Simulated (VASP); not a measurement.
**BaO: relaxation of the atoms with PBEsol**

The system is BaO.

```xyz
2
Lattice="-0.0240 2.7295 2.7295 2.7295 -0.0240 2.7295 2.7295 2.7295 -0.0240" Properties=species:S:1:pos:R:3 pbc="T T T"
Ba    0.0000    0.0000    0.0000
O     2.7175    2.7175    2.7175
```

This cell differs from its parent crystal: strained cell.

* Program: VASP 6.6.1
* Task: relaxation of the atoms
* Functional: PBEsol
* Potentials or basis: VASP PAW PBE potentials, release 64 (Ba_sv, O)
* Cutoff: 520 eV
* k mesh: 9 × 9 × 9
* Occupations: gaussian, width 0.02 eV
* Spin: no spin polarisation
* Dipole correction: no
* Further INCAR settings: ALGO = Normal; EDIFF = 1e-07; IBRION = 2; EDIFFG = -0.002; NSW = 60

| Quantity | Value |
| --- | --- |
| Pressure after relaxing | 2.2 GPa |
| Band gap on the k mesh | 1.84 eV (least direct gap 1.96 eV) |

Stress tensor (GPa, compression positive):
```
2.25 0.30 0.30
0.30 2.25 0.30
0.30 0.30 2.25
```

Final structure:
```
Ba O
1.0
    -0.02395    2.72946    2.72946
     2.72946   -0.02395    2.72946
     2.72946    2.72946   -0.02395
Ba O
1 1
Direct
  0.00000 0.00000 0.00000
  0.50000 0.50000 0.50000
```

Levels at points of the mesh, in eV from the valence-band top:
| k point | band 6 | band 7 | band 8 | band 9 | band 10 | band 11 |
| --- | --- | --- | --- | --- | --- | --- |
| (0.00, 0.00, 0.00) | -0.41 | -0.41 | -0.40 | 3.52 | 4.58 | 4.58 |

Run time: 24 s on 1 thread of Oxide Virtual Turin-like Processor, on a shared host, peak memory 0.17 GiB.

Caveat: the cell differs from its parent crystal (strained cell); the PAW data sets were made with another functional, which shifts forces and pressure a little; spin-orbit coupling is left out, which moves the levels of the heavy elements. A k mesh can miss the band edges.
